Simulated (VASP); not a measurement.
Pt: single point with PBE

The system is Pt.

```xyz
1
Lattice="-0.8383 1.6765 1.6765 1.6765 -0.8383 1.6765 1.6765 1.6765 -0.8383" Properties=species:S:1:pos:R:3 pbc="T T T"
Pt    0.0000    0.0000    0.0000
```

This isn't the form of Pt at room conditions, which is fcc.

This cell differs from its parent crystal: ratio of the length along [111] to the lengths across it x 2.0, volume and fractional coordinates fixed.

```yaml
Program: VASP 6.6.1
Task: single point
Functional: PBE
Potentials_or_basis: VASP PAW PBE potentials, release 64 (Pt)
Cutoff: 520 eV
k_mesh: 24 × 24 × 24
Occupations: gaussian, width 0.15 eV
Spin: no spin polarisation
```

The pressure is 32.8 GPa and the band gap on the k mesh is zero (bands 5 and 6 overlap by 3.92 eV).

Levels at points of the mesh, in eV from the Fermi level:
| k point | band 1 | band 2 | band 3 | band 4 | band 5 | band 6 | band 7 | band 8 | band 9 | band 10 |
| --- | --- | --- | --- | --- | --- | --- | --- | --- | --- | --- |
| (0.00, 0.00, 0.00) | -9.60 | -6.77 | -6.77 | 0.41 | 0.41 | 0.41 | 15.87 | 15.87 | 15.87 | 22.30 |
| (0.50, 0.00, 0.00) | -6.74 | -6.07 | -2.25 | -2.25 | -1.05 | 0.68 | 5.29 | 16.45 | 20.17 | 22.23 |
| (0.50, 0.50, 0.00) | -7.06 | -5.45 | -1.75 | -1.75 | 2.40 | 4.53 | 4.53 | 11.17 | 14.26 | 21.98 |
| (0.50, 0.50, 0.50) | -5.86 | -5.86 | -5.86 | 2.58 | 2.58 | 9.49 | 10.88 | 10.88 | 10.88 | 19.44 |

Wall time 75 s on 1 thread of Intel Xeon 8259CL, on a shared host, peak memory 0.19 GiB.

Caveat: the cell stands under pressure; spin-orbit coupling is left out, which moves the levels of the heavy elements.
